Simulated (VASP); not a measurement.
# Na (Fmmm) in VASP: further runs

The runs below take Na through single point, with PBE.

Everything below comes from runs of VASP 6.6.1. Logs are shortened: lines on timing, memory, paths and dates and some standing lists are left out, and cuts for length are marked.

## (1) The cell of the first run

Symmetry: Fmmm, No. 69, orthorhombic system. Conventional cell: a = 4.235 Å, b = 5.839 Å, c = 6.139 Å, α = 90.00°, β = 90.00°, γ = 90.00°. Within 4.7 Å of Na (site symmetry mmm) lie 14 Na at 3.61 to 4.24 Å.

## (2) Single point, PBE (strain -0.0500 x Voigt [0, 0, 0, 0, 1, 0])

INCAR

```
PREC = Accurate
ENCUT = 520
EDIFF = 1E-7
ISMEAR = 0
SIGMA = 0.15
LREAL = False
LASPH = True
NELM = 80
ALGO = Fast
ISIF = 2
LWAVE = False
LCHARG = False
GGA = PE
NBANDS = 10
```

KPOINTS

```
Automatic mesh
0
Gamma
  16 16 16
```

POSCAR

```
Na
1.0
   -2.1704375000      2.1175000000      2.1704375000
    2.0645625000     -2.1175000000      2.0645625000
    2.1704375000      2.1175000000     -2.1704375000
Na
1
Direct
    0.0000000000      0.0000000000      0.0000000000
```

Potentials or basis: VASP PAW PBE potentials, release 64 (Na_pv).

The run is started by

```sh
$ cat potpaw_PBE.64/Na_pv/POTCAR > POTCAR
$ mpirun -np 1 vasp_std > vasp.out
```

OUTCAR:

```text
PREC = Accurate
   ENCUT = 520
   EDIFF = 1E-7
   ISMEAR = 0
   LREAL = False
   LASPH = True
   NELM = 80
   ISIF = 2
   GGA = PE

 ion  position               nearest neighbor table
   1  0.000  0.000  0.000-

  LATTYP: Found a face centered orthorhombic cell.
 ALAT       =     4.2350000000
 B/A-ratio  =     1.3788582233
 C/A-ratio  =     1.4495689014

  Lattice vectors:

 A1 = (   4.2350000000,   0.0000000000,  -0.1058750000)
 A2 = (   2.1704375000,   2.1175000000,  -2.1704375000)
 A3 = (   2.0645625000,   2.1175000000,   2.0645625000)

Analysis of symmetry for initial positions (statically):
=====================================================================
 Subroutine PRICEL returns:
 Original cell was already a primitive cell.

 Routine SETGRP: Setting up the symmetry group for a
 face centered orthorhombic supercell.

 Subroutine GETGRP returns: Found  8 space group operations
 (whereof  8 operations were pure point group operations)
 out of a pool of  8 trial point group operations.

The static configuration has the point symmetry D_2h.

Analysis of symmetry for dynamics (positions and initial velocities):
=====================================================================
 Subroutine PRICEL returns:
 Original cell was already a primitive cell.

 Routine SETGRP: Setting up the symmetry group for a
 face centered orthorhombic supercell.

 Subroutine GETGRP returns: Found  8 space group operations
 (whereof  8 operations were pure point group operations)
 out of a pool of  8 trial point group operations.

The dynamic configuration has the point symmetry D_2h.

 Subroutine INISYM returns: Found  8 space group operations
 (whereof  8 operations are pure point group operations),
 and found     1 'primitive' translations

----------------------------------------------------------------------------------------

                                     Primitive cell

  volume of cell :      37.9541

  direct lattice vectors                    reciprocal lattice vectors
    -2.170437500  2.117500000  2.170437500     0.005906880  0.236127509  0.236275181
     2.064562500 -2.117500000  2.064562500     0.242182060  0.000000000  0.242182060
     2.170437500  2.117500000 -2.170437500     0.236275181  0.236127509  0.005906880

  length of vectors
     3.728995057  3.606749629  3.728995057     0.334091384  0.342497154  0.334091384

  position of ions in fractional coordinates (direct lattice)
     0.000000000  0.000000000  0.000000000

  ion indices of the primitive-cell ions
   primitive index   ion index
                 1           1

----------------------------------------------------------------------------------------

 KPOINTS: Automatic mesh

Automatic generation of k-mesh.
 Grid dimensions read from file:
 generate k-points for:   16   16   16

 Generating k-lattice:

  Cartesian coordinates                     Fractional coordinates (reciprocal lattice)
     0.000369180  0.014757969  0.014767199     0.062500000  0.000000000 -0.000000000
     0.015136379  0.000000000  0.015136379     0.000000000  0.062500000  0.000000000
     0.014767199  0.014757969  0.000369180    -0.000000000  0.000000000  0.062500000

  Length of vectors
     0.020880711  0.021406072  0.020880711

  Shift w.r.t. Gamma in fractional coordinates (k-lattice)
     0.000000000  0.000000000  0.000000000

 Subroutine IBZKPT returns following result:
 ===========================================

 Found    621 irreducible k-points:

 Following reciprocal coordinates:
            Coordinates               Weight
  0.000000  0.000000  0.000000      1.000000
  0.062500 -0.000000 -0.000000      8.000000
  0.125000 -0.000000 -0.000000      8.000000
  0.187500 -0.000000 -0.000000      8.000000
  0.250000 -0.000000 -0.000000      8.000000
  0.312500 -0.000000 -0.000000      8.000000
[... 16 lines left out ...]
 -0.187500  0.062500  0.000000      8.000000
 -0.125000  0.062500  0.000000      4.000000
 [... further k-points ...]
   k-points           NKPTS =    621   k-points in BZ     NKDIM =    621   number of bands    NBANDS=     10
   number of dos      NEDOS =    301   number of ions     NIONS =      1
   total plane-waves  NPLWV =  21952
   dimension x,y,z NGX =    28 NGY =   28 NGZ =   28
   dimension x,y,z NGXF=    56 NGYF=   56 NGZF=   56
   ions per type =               1
   NGX,Y,Z   is equivalent  to a cutoff of  12.48, 12.91, 12.48 a.u.
   NGXF,Y,Z  is equivalent  to a cutoff of  24.97, 25.81, 24.97 a.u.
 SYSTEM =  unknown system
   PREC   = accura    normal or accurate (medium, high low for compatibility)
   ISTART =      0    job   : 0-new  1-cont  2-samecut
   ICHARG =      2    charge: 1-file 2-atom 10-const
   ISPIN  =      1    spin polarized calculation?
   LNONCOLLINEAR =      F non collinear calculations
   LSORBIT =      F    spin-orbit coupling
   LASPH  =      T    aspherical Exc in radial PAW
   ENCUT  =  520.0 eV  38.22 Ry    6.18 a.u.   6.93  6.71  6.93*2*pi/ulx,y,z
   NELM   =     80;   NELMIN=  2; NELMDL= -5     # of ELM steps
   EDIFF  = 0.1E-06   stopping-criterion for ELM
   LREAL  =      F    real-space projection
   EDIFFG = 0.1E-05   stopping-criterion for IOM
   NSW    =      0    number of steps for IOM
   IBRION =     -1    ionic relax: 0-MD 1-quasi-New 2-CG
   NFREE  =      0    steps in history (QN), initial steepest desc. (CG)
   ISIF   =      2    stress and relaxation
   ISYM   =      2    0-nonsym 1-usesym 2-fastsym
   POTIM  = 0.5000    time-step for ionic-motion
   TEBEG  =    0.0;   TEEND  =   0.0 temperature during run
   PSTRESS=    0.0 pullay stress
   NELECT =       7.0000    total number of electrons
   NUPDOWN=      -1.0000    fix difference up-down
   EMIN   =  10.00;   EMAX   =-10.00  energy-range for DOS
   EFERMI =   0.00;   METHOD = LEGACY
   ISMEAR =     0;   SIGMA  =   0.15  broadening in eV -4-tet -1-fermi 0-gaus
   EFERMI_NEDOS =   21; number of points for ismear=-14 and -15
   IALGO  =     68    algorithm
   IMIX   =      4    mixing-type and parameters
     AMIX     =   0.40;   BMIX     =  1.00
     AMIX_MAG =   1.60;   BMIX_MAG =  1.00
  volume/ion in A,a.u.               =      37.95       256.13
  Fermi-wavevector in a.u.,A,eV,Ry     =   0.931868  1.760976 11.815011  0.868379
  Thomas-Fermi vector in A             =   2.058407
   LORBIT       =      0    0 simple, 1 ext, 2 COOP (PROOUT), +10 PAW based schemes
   GGA     = PE    functional components
   LHFCALC =     F    Hartree Fock is set to
   AEXX    =    0.0000 exact exchange contribution
   IVDW    =     0    specifies the selected vdW correction
   LEPSILON=     F    determine dielectric tensor
   LRPA    =     F    only Hartree local field effects (RPA)
 non-spin polarized calculation
 RMM-DIIS sequential band-by-band and
 Gauss-broadening in eV      SIGMA  =   0.15
  energy-cutoff  :      520.00
  volume of cell :       37.95
 maximum number of plane-waves:      1056
   NGX = 13   NGY = 13   NGZ = 13

 number of electron       7.0000005 magnetization

 Free energy of the ion-electron system (eV)
  ---------------------------------------------------
  ext. energy  EPLUGINS =         0.00000000
  ---------------------------------------------------
  free energy    TOTEN  =        -1.31172140 eV

  energy without entropy =       -1.30659610  energy(sigma->0) =       -1.30915875

 E-fermi :   0.2682     XC(G=0):  -6.4412

 val. band max:        0.2660209045   @ k =   0.3750  -0.4375   0.1875
 cond. band min:       0.2858988373   @ k =  -0.3750   0.4375   0.1250
 fundamental gap:      0.0198779328
 Fermi energy:         0.2682149060

 k-point     1 :       0.0000    0.0000    0.0000
  band No.  band energies     occupation
      1     -24.6610      2.00000
      2     -24.6604      2.00000
      3     -24.6599      2.00000
      4      -2.9665      2.00000
      5      11.5316      0.00000
      6      11.7259      0.00000
      7      11.9742      0.00000
      8      12.6998      0.00000
      9      12.8415      0.00000
     10      13.1726      0.00000

 k-point     2 :       0.0625   -0.0000   -0.0000
  band No.  band energies     occupation
      1     -24.6620      2.00000
      2     -24.6609      2.00000
      3     -24.6601      2.00000
      4      -2.8987      2.00000
      5      10.8514      0.00000
      6      11.1357      0.00000
      7      11.4976      0.00000
      8      12.3247      0.00000
      9      12.5751      0.00000
     10      13.1854      0.00000

 k-point     3 :       0.1250   -0.0000   -0.0000
  band No.  band energies     occupation
      1     -24.6656      2.00000
      2     -24.6619      2.00000
      3     -24.6603      2.00000
      4      -2.6958      2.00000
      5       9.2708      0.00000
      6      10.4491      0.00000
      7      10.8707      0.00000
      8      11.7331      0.00000
      9      12.2110      0.00000
     10      13.6448      0.00000

 k-point     4 :       0.1875   -0.0000   -0.0000
  band No.  band energies     occupation
      1     -24.6710      2.00000
      2     -24.6636      2.00000
      3     -24.6603      2.00000
      4      -2.3595      2.00000
      5       7.6923      0.00000
      6       9.8203      0.00000
      7      10.2871      0.00000
      8      11.1323      0.00000
      9      11.8442      0.00000
     10      13.9007      0.00000
[... 222 lines left out ...]
 k-point    22 :      -0.2500    0.0625    0.0000
  band No.  band energies     occupation
      1     -24.6733      2.00000
      2     -24.6653      2.00000
      3     -24.6609      2.00000
      4      -2.1022      2.00000
      5       6.9936      0.00000
      6       8.8470      0.00000
      7       9.7179      0.00000
      8      10.9426      0.00000
      9      12.5754      0.00000
     10      13.5046      0.00000

 k-point    23 :      -0.1875    0.0625    0.0000
  band No.  band energies     occupation
      1     -24.6676      2.00000
      2     -24.6634      2.00000
      3     -24.6608      2.00000
      4      -2.5006      2.00000
      5       8.5049      0.00000
      6       9.4246      0.00000
      7      10.2261      0.00000
      8      11.4594      0.00000
      9      12.6608      0.00000
     10      13.6163      0.00000

 k-point    24 :      -0.1250    0.0625    0.0000
  band No.  band energies     occupation
      1     -24.6635      2.00000
      2     -24.6621      2.00000
      3     -24.6605      2.00000
      4      -2.7668      2.00000
      5       9.9673      0.00000
      6      10.1653      0.00000
      7      10.8404      0.00000
      8      11.8664      0.00000
      9      12.7726      0.00000
     10      13.6501      0.00000

 [... further k-points ...]
[... 5 lines left out ...]
  --------------------------------------------------------------------------------------
  -------------------------------------------------------------------------------------
  Total       -0.0496518     -0.0434818     -0.0496518      0.0000000      0.0000000      0.0746406
  in kB       -2.0959772     -1.8355207     -2.0959772      0.0000000      0.0000000      3.1508436
  external PRESSURE =      -2.0091584 kB  Pullay stress =       0.0000000 kB

 VOLUME and BASIS-vectors are now :
 -----------------------------------------------------------------------------
  energy-cutoff  :      520.00
  volume of cell :       37.95
      direct lattice vectors                 reciprocal lattice vectors
    -2.170437500  2.117500000  2.170437500     0.005906880  0.236127509  0.236275181
     2.064562500 -2.117500000  2.064562500     0.242182060  0.000000000  0.242182060
     2.170437500  2.117500000 -2.170437500     0.236275181  0.236127509  0.005906880

 POSITION                                       TOTAL-FORCE (eV/Angst)
 -----------------------------------------------------------------------------------
      0.00000      0.00000      0.00000         0.000000      0.000000      0.000000
 -----------------------------------------------------------------------------------
    total drift:                               -0.000000     -0.000000     -0.000000

  FREE ENERGIE OF THE ION-ELECTRON SYSTEM (eV)
  ---------------------------------------------------
  free  energy   TOTEN  =        -1.3117213984 eV

  energy  without entropy=       -1.3065961015  energy(sigma->0) =       -1.30915875
```

Wall time 2.2 min (1 thread of Intel Xeon 6975P-C, shared host); peak memory 0.3 GiB.

Results:

```
Free energy : -1.3117 eV
Pressure    : -0.2 GPa
```

Stress tensor (GPa, compression positive):
```
-0.21  0.00  0.32
 0.00 -0.18  0.00
 0.32  0.00 -0.21
```

Caveat: the cell differs from its parent crystal (strain -0.0500 x Voigt [0, 0, 0, 0, 1, 0]).

(Continued in part 2 of 3.)
